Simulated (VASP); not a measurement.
Runs of VASP 6.6.1 on MgSc2C2. The structure is that of space group P-6m2 (No. 187), or close to it. The cells are those of the table. 

```tsv
task	cell	k mesh	cutoff (eV)	gap on the mesh (eV)	pressure (GPa)	largest force (eV/Å)
single point	a = 3.542, b = 3.542, c = 6.405 Å, angles 90.0, 90.0, 120.0°, 5 atoms	6 × 6 × 4	520	none	0.0	0.05
relaxation of cell and atoms	relaxed from a = 3.786, b = 3.786, c = 7.404 Å, angles 90.0, 90.0, 120.0°, 5 atoms	6 × 6 × 4	600	none	0.0	-
single point	a = 3.538, b = 3.538, c = 6.399 Å, angles 90.0, 90.0, 120.0°, 5 atoms	12 × 12 × 6	520	none	(b)	0.03
single point	a = 3.786, b = 3.786, c = 7.404 Å, angles 90.0, 90.0, 120.0°, 5 atoms	6 × 6 × 4	520	none	(a)	1.35
```

Alike in all rows: level PBE; potentials or basis VASP PAW PBE potentials, release 64 (Mg, Sc_sv, C); no spin polarisation; smearing gaussian 0.1 eV.

**Question.** Fill in the values left out.

**Answer.** (a) -17.5; (b) 0.4.

Caveats: forces of over 1 eV/Å act on the atoms, so gaps and moduli don't describe the material at rest (some runs).

A gap of «none» marks levels without a gap at the run's occupations.
